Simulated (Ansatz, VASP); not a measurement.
## Two plane-wave programs on Pt

POSCAR

```
Pt
1.0
    0.0000000000      1.9609000000      1.9609000000
    1.9609000000      0.0000000000      1.9609000000
    1.9609000000      1.9609000000      0.0000000000
Pt
1
Direct
    0.0000000000      0.0000000000      0.0000000000
```

Contents of INCAR.step1:

```
SYSTEM = Pt
PREC = Accurate
ENCUT = 550
ISMEAR = -1
SIGMA = 0.1
LREAL = .False.
LASPH = .True.
NELM = 120
NBANDS = 11
GGA = PE
ALGO = Normal
EDIFF = 1E-5
LWAVE = .True.
LCHARG = .False.
GGA_COMPAT = .False.
```

Contents of INCAR.step2:

```
SYSTEM = Pt
PREC = Accurate
ENCUT = 550
EDIFF = 1E-6
ISMEAR = -1
SIGMA = 0.1
LREAL = .False.
LASPH = .True.
NELM = 120
ALGO = Normal
ISIF = 2
LWAVE = .False.
LCHARG = .False.
METAGGA = R2SCAN
LMIXTAU = .True.
NBANDS = 11
ISTART = 1
GGA_COMPAT = .False.
```

KPOINTS

```
Automatic mesh
0
Gamma
  15 15 15
  0 0 0
```

Input for Ansatz:

```yaml
crystal:
  lattice:
    bravais: fcc
    a: 3.9218
  space_group: 225
  atoms:
    - { symbol: Pt, position: [0.0, 0.0, 0.0] }
  reduce_to_primitive: true
basis:
  ecutwfc: 517.016338673772
kpoints:
  mp_grid:
    grid: [15, 15, 15]
hamiltonian:
  xc: r2scan
  pseudopotentials:
    kind: paw
scf:
  convergence:
    dr2_threshold: 1.0e-10
  occupations:
    method: fermi_dirac
output:
  stress: true
```

Alike in both runs: task single point; functional r2SCAN; k mesh 15 × 15 × 15; no spin polarisation.

```csv
,VASP,Ansatz
version,VASP 6.6.1,Ansatz 0.2.0
potentials or method,"VASP PAW PBE potentials, release 64 (Pt), cutoff 550 eV","plane waves, PAW"
occupations,"fermi-dirac, width 0.1 eV",fermi-dirac
valence electrons in the cell,10,18
```

Ansatz gave:

```
pressure (GPa) : 4.3
```

**Question.** Estimate VASP's values.

**Answer.** Pressure (GPa): 5.1.

VASP's potentials were made for PBE, not for r2SCAN. VASP's potentials hold 10 valence electrons a cell and Ansatz's 18, so a difference there can come from the potentials and not from the codes.

Spin-orbit coupling is off throughout.
